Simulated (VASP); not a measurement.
## CuSi: single point with PBE

Crystal: CuSi.

```
CELL_PARAMETERS angstrom
0.00000 2.66048 2.66048
2.66048 0.00000 2.66048
2.66048 2.66048 0.00000
ATOMIC_POSITIONS crystal
Si 0.00000 0.00000 0.00000
Cu 0.25000 0.25000 0.25000
```

| Item | Value |
| --- | --- |
| Program | VASP 6.6.1 |
| Task | single point |
| Functional | PBE |
| Potentials or basis | VASP PAW PBE potentials, release 64 (Si, Cu) |
| Cutoff | 520 eV |
| k mesh | 6 × 6 × 6 |
| Occupations | gaussian, width 0.1 eV |
| Spin | no spin polarisation |

* Pressure: 0.4 GPa

Levels at points of the mesh, in eV from the Fermi level:
```tsv
k point	band 5	band 6	band 7	band 8	band 9	band 10
(0.00, 0.00, 0.00)	-3.67	-3.67	3.77	3.77	3.77	6.06
(0.50, 0.00, 0.00)	-3.60	-3.60	-3.33	2.02	2.02	5.47
(0.50, 0.50, 0.00)	-3.51	-3.43	-2.89	-0.34	-0.34	3.94
```

Run time: 6.5 s on 1 thread of Intel(R) Xeon(R) 6975P-C (Granite Rapids), on a shared host, peak memory 0.15 GiB.
